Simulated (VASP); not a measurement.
Write the native input for VASP 6.6.1 that does the following.

| Property | Result |
| --- | --- |
| Task | single point |
| Functional | PBE |
| Potentials or basis | VASP PAW PBE potentials, release 64 (Se, C) |
| Cutoff | 600 eV |
| k mesh | 4 × 4 × 2 |
| Occupations | fermi-dirac, width 0.005 eV |
| Spin | no spin polarisation |
| Dipole correction | no |
| Further INCAR settings | ALGO = Normal; EDIFF = 1e-06; NBANDS = 25 |

The structure of CSe2 lies in POSCAR:

```
CSe2
1.0
    3.5697670000     -2.9947800000      0.0000000000
    3.5697670000      2.9947800000      0.0000000000
    0.0000000000      0.0000000000      9.4626520000
Se C
4 2
Direct
    0.2168650000      0.7852020000      0.8852330000
    0.7928090000      0.2097190000      0.1174770000
    0.2985130000      0.7213870000      0.3765090000
    0.7152940000      0.2823980000      0.6191460000
    0.0018200000     -0.0153670000     -0.0006670000
    0.4967520000      0.5048400000      0.4934080000
```

One way to write it, as run:

INCAR

```
  PREC = Accurate
  ENCUT = 600
  EDIFF = 1E-6
  ISMEAR = -1
  SIGMA = 0.005
  LREAL = F
  LASPH = T
  NELM = 120
  ALGO = Normal
  ISIF = 2
  LWAVE = F
  LCHARG = T
  GGA = PE
  LELF = T
  LVHAR = T
  NBANDS = 25
  GGA_COMPAT = F
```

KPOINTS

```
regular mesh
0
Gamma
  4 4 2
```

Potentials or basis: VASP PAW PBE potentials, release 64 (Se, C).

Launch:

```bash
$ cat potpaw_PBE.64/Se/POTCAR potpaw_PBE.64/C/POTCAR > POTCAR
$ mpirun -np 1 vasp_std > vasp.out
```

It gave:

* Pressure: 1.1 GPa
* Largest force: 3.472 eV/Å
* Band gap on the k mesh: 2.37 eV (least direct gap 2.50 eV)

Caveat: this functional lacks dispersion, which holds the molecules together, so the pressure and a relaxed volume are unreliable; forces of over 1 eV/Å act on the atoms, so gaps and moduli don't describe the material at rest.

Wall time 3.5 min on 1 thread of Intel Xeon 8259CL, with other jobs on the host, peak memory 0.38 GiB.
